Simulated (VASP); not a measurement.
A run of VASP 6.6.1 is set up as follows.

Contents of INCAR:

```
PREC = Accurate
ENCUT = 520
EDIFF = 1E-8
ISMEAR = -1
SIGMA = 0.03
LREAL = False
LASPH = True
NELM = 80
ALGO = Normal
ISIF = 2
LWAVE = False
LCHARG = False
GGA = PS
LEFG = True
NBANDS = 16
```

The input KPOINTS:

```
regular mesh
0
Gamma
  12 12 9
```

File POSCAR:

```
ScB2
1.0
    3.1394647948      0.0000000000      0.0000000000
   -1.5697323974      2.7188562666      0.0000000000
    0.0000000000      0.0000000000      3.5082273368
Sc B
1 2
Direct
    0.0000000000      0.0000000000      0.0000000000
    0.3333333333      0.6666666667      0.5000000000
    0.6666666667      0.3333333333      0.5000000000
```

Potentials or basis: VASP PAW PBE potentials, release 64 (Sc_sv, B).

Launch:

```console
$ cat potpaw_PBE.64/Sc_sv/POTCAR potpaw_PBE.64/B/POTCAR > POTCAR
$ mpirun -np 1 vasp_std > vasp.out
```

(1) Predict the pressure.

Results:

(1) -2.5 GPa.

Caveat: without QUAD_EFG the Cq values of the log hold for a quadrupole moment of 1 mb, not for the nuclei; the PAW data sets were made with another functional, which shifts forces and pressure a little.
